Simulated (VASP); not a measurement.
CsSnI3, 5 atoms in the cell. Symmetry: P4/mmm, No. 123, tetragonal system. The conventional cell has a = 6.011 Å, b = 6.011 Å, c = 6.163 Å, α = 90.00°, β = 90.00°, γ = 90.00°. Within 5.6 Å of Cs (site symmetry 4/mmm) lie 12 I at 4.25 to 4.30 Å and 8 Sn at 5.25 Å. Sn (site symmetry 4/mmm) has 6 I at 3.01 to 3.08 Å within 4.0 Å. Within 4.0 Å of I (site symmetry mmm) lie 2 Sn at 3.01 Å. Within 4.4 Å of I (site symmetry 4/mmm) lie 2 Sn at 3.08 Å and 4 Cs at 4.25 Å and 8 I at 4.30 Å.  This cell differs from its parent crystal: biaxial strain in the a-b plane: -2.0 %, then relaxed in part.

* Program: VASP 6.6.1
* Task: single point
* Functional: PBEsol
* Potentials or basis: VASP PAW PBE potentials, release 64 (Cs_sv, Sn_d, I)
* Cutoff: 520 eV
* k mesh: 6 × 6 × 6
* Occupations: gaussian, width 0.01 eV
* Spin: no spin polarisation
* Dipole correction: no
* Further INCAR settings: ALGO = Normal; EDIFF = 1e-06; NBANDS = 30

Potentials or basis: VASP PAW PBE potentials, release 64 (Cs_sv, Sn_d, I).

The run is started by

```console
$ cat potpaw_PBE.64/Cs_sv/POTCAR potpaw_PBE.64/Sn_d/POTCAR potpaw_PBE.64/I/POTCAR > POTCAR
$ mpirun -np 1 vasp_std > vasp.out
```

Hardware: 1 thread of Intel(R) Xeon(R) Platinum 8488C (Sapphire Rapids) (shared host).

Q: How long does it take, and how much memory?

A: It took 2.4 min on 1 thread of Intel(R) Xeon(R) Platinum 8488C (Sapphire Rapids), on a shared host, peak memory 0.48 GiB. Counts: scf iterations 14, k points 40.
